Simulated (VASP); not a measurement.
## ZnSe (Stilleite): single point with PBE

The system is ZnSe (Stilleite).

```
Zn Se
1.0
     0.00000    2.74637    2.74637
     2.74637    0.00000    2.74637
     2.74637    2.74637    0.00000
Zn Se
1 1
Direct
  0.00000 0.00000 0.00000
  0.25000 0.25000 0.25000
```

This cell differs from its parent crystal: volume scaled by 0.88.

```json
{
  "Program": "VASP 6.6.1",
  "Task": "single point",
  "Functional": "PBE",
  "Potentials or basis": "VASP PAW PBE potentials, release 64 (Zn, Se)",
  "Cutoff": "500 eV",
  "k mesh": "8 × 8 × 8",
  "Occupations": "gaussian, width 0.02 eV",
  "Spin": "no spin polarisation"
}
```

- Pressure: 10.1 GPa
- Band gap on the k mesh: 1.68 eV, direct

Levels at points of the mesh, in eV from the valence-band top:
```csv
k point,band 5,band 6,band 7,band 8,band 9,band 10,band 11,band 12,band 13,band 14
"(0.00, 0.00, 0.00)",-6.48,-6.48,0.00,0.00,0.00,1.68,5.75,5.75,5.75,10.29
"(0.50, 0.00, 0.00)",-6.45,-6.28,-5.87,-1.02,-1.02,2.70,6.34,6.34,8.79,11.47
"(0.50, 0.50, 0.00)",-6.41,-6.26,-5.17,-2.55,-2.55,2.75,3.42,11.47,11.91,11.91
```

Wall time 15 s on 1 thread of Intel Xeon 6975P-C (shared host), peak memory 0.16 GiB.
